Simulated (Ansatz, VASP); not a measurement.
## One calculation of ZnCu, two programs

The input INCAR:

```
SYSTEM = ZnCu
PREC = Accurate
ENCUT = 520
EDIFF = 1E-6
ISMEAR = 0
SIGMA = 0.15
LREAL = .False.
LASPH = .True.
NELM = 100
ALGO = Normal
ISIF = 2
LWAVE = .False.
LCHARG = .False.
GGA = PS
NBANDS = 18
```

Contents of KPOINTS:

```
regular mesh
0
Gamma
  16 16 16
  0 0 0
```

Contents of POSCAR:

```
ZnCu
1.0
    3.1806000000      0.0000000000      0.0000000000
    0.0000000000      3.1806000000      0.0000000000
    0.0000000000      0.0000000000      3.1806000000
Zn Cu
1 1
Direct
    0.5000000000      0.5000000000      0.5000000000
    0.0000000000      0.0000000000      0.0000000000
```

Input for Ansatz:

```yaml
crystal:
  lattice:
    - [3.1806, 0.0, 0.0]
    - [0.0, 3.1806, 0.0]
    - [0.0, 0.0, 3.1806]
  atoms:
    - { symbol: Zn, position: [0.5, 0.5, 0.5] }
    - { symbol: Cu, position: [0.0, 0.0, 0.0] }
basis:
  ecutwfc: 420
kpoints:
  mp_grid: { grid: [16, 16, 16] }
hamiltonian:
  xc: pbesol
scf:
  occupations: { method: gaussian, width: 0.15 }
output:
  forces: true
  stress: true
  eigenvalues: true
```

Change from the starting cell: strain +0.080 along x and y, +0.080 along z, atoms carried along.

Alike in both runs: task single point; functional PBEsol; k mesh 16 × 16 × 16; occupations gaussian, width 0.15 eV; no spin polarisation.

```csv
,VASP,Ansatz
version,VASP 6.6.1,Ansatz 0.2.0
potentials or method,"VASP PAW PBE potentials, release 64 (Zn, Cu), cutoff 520 eV","scalar-relativistic, plane waves, PAW"
valence electrons in the cell,23,31
```

VASP gave:

```
gap on the k mesh at the Fermi level (eV) : none
pressure (GPa)                            : -18.2
```

**Question.** Estimate Ansatz's values.

**Answer.** gap on the k mesh at the Fermi level (eV): none; pressure (GPa): -18.7.

VASP's potentials were made for PBE, not for PBEsol. A gap of «none» marks a metal or a gap that the smearing closes. The functional is the same, so the differences come from potentials, cutoffs and numerics. VASP's potentials hold 23 valence electrons a cell and Ansatz's 31, so a difference there can come from the potentials and not from the codes.
